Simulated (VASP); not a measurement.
Here is a VASP 6.6.1 calculation.

The input INCAR:

```
SYSTEM = Na
ALGO = Normal
EDIFF = 1E-6
ENCUT = 520
GGA = PE
ISIF = 2
ISMEAR = -1
LASPH = .TRUE.
LCHARG = .FALSE.
LREAL = .FALSE.
LWAVE = .FALSE.
NBANDS = 10
NELM = 80
PREC = Accurate
SIGMA = 0.06122561905347299
```

The input KPOINTS:

```
k-points
0
G
  37 37 37
  0 0 0
```

POSCAR

```
Na
1.0
   -2.1267166681      2.1267166681      2.1267166681
    2.1267166681     -2.1267166681      2.1267166681
    2.1267166681      2.1267166681     -2.1267166681
Na
1
Direct
    0.0000000000      0.0000000000      0.0000000000
```

Potentials or basis: VASP PAW PBE potentials, release 64 (Na_pv).

The run is started by

```console
$ cat potpaw_PBE.64/Na_pv/POTCAR > POTCAR
$ mpirun -np 1 vasp_std > vasp.out
```

(1) Predict the pressure.

(2) Estimate the band gap on the k mesh.

## Answers

(1) -0.3 GPa.

(2) zero (an odd number of electrons rules out a gap without spin polarisation).
